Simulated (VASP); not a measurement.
Ru, 1 atom in the cell. It takes space group P6/mmm (No. 191, hexagonal). The conventional cell has a = 2.319 Å, b = 2.319 Å, c = 2.160 Å, α = 90.00°, β = 90.00°, γ = 120.00°. Ru (site symmetry 6/mmm) has 8 Ru at 2.16 to 2.32 Å within 2.9 Å. This isn't the form of Ru at room conditions, which is hcp.

- Program: VASP 6.6.1
- Task: single point
- Functional: PBE
- Potentials or basis: VASP PAW PBE potentials, release 64 (Ru_pv)
- Cutoff: 520 eV
- k mesh: 19 × 19 × 18
- Occupations: fermi-dirac, width 0.05 eV
- Spin: no spin polarisation
- Dipole correction: no
- Further INCAR settings: ALGO = Normal; EDIFF = 1e-06; NBANDS = 13

Potentials or basis: VASP PAW PBE potentials, release 64 (Ru_pv).

The run is started by

```bash
$ cat potpaw_PBE.64/Ru_pv/POTCAR > POTCAR
$ mpirun -np 1 vasp_std > vasp.out
```

Hardware: 1 thread of Intel Xeon 8259CL (shared host).

Question: Estimate the wall time of this run.

Answer: Wall time 62 s on 1 thread of Intel Xeon 8259CL (shared host), peak memory 0.16 GiB. Counts: scf iterations 11, k points 400.
